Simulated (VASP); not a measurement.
Input of a VASP 6.6.1 run:

INCAR

```
SYSTEM = Al
PREC = Accurate ; ENCUT = 520
EDIFF = 1E-6 ; ISMEAR = 0
SIGMA = 0.1 ; LREAL = .FALSE.
LASPH = .TRUE. ; NELM = 60
ALGO = Fast ; ISIF = 2
LWAVE = .FALSE. ; LCHARG = .TRUE.
GGA = PE ; LELF = .TRUE.
LVHAR = .TRUE. ; NBANDS = 14
```

Contents of KPOINTS:

```
Automatic mesh
0
G
  6 6 15
  0 0 0
```

File POSCAR:

```
Al
1.0
    5.6802178750      0.0000000000      0.0000000000
   -2.8401089375      4.9192129788      0.0000000000
   -1.4200544688      0.8198688298      2.3496627186
Al
4
Direct
    0.0000000000      0.5000000000      0.0000000000
    0.5000000000      0.5000000000      0.0000000000
    0.0000000000      0.0000000000      0.0000000000
    0.5000000000      0.0000000000      0.0000000000
```

Potentials or basis: VASP PAW PBE potentials, release 64 (Al).

Command:

```console
$ cat potpaw_PBE.64/Al/POTCAR > POTCAR
$ mpirun -np 1 vasp_std > vasp.out
```

**Question.** Predict the band gap on the k mesh.

**Answer.** Zero (bands 6 and 7 overlap by 3.94 eV).

**Question.** Estimate the pressure.

**Answer.** 0.4 GPa.

Stress tensor (GPa, compression positive):
```
 1.78  0.06  0.15
 0.06  1.85 -0.09
 0.15 -0.09 -2.36
```
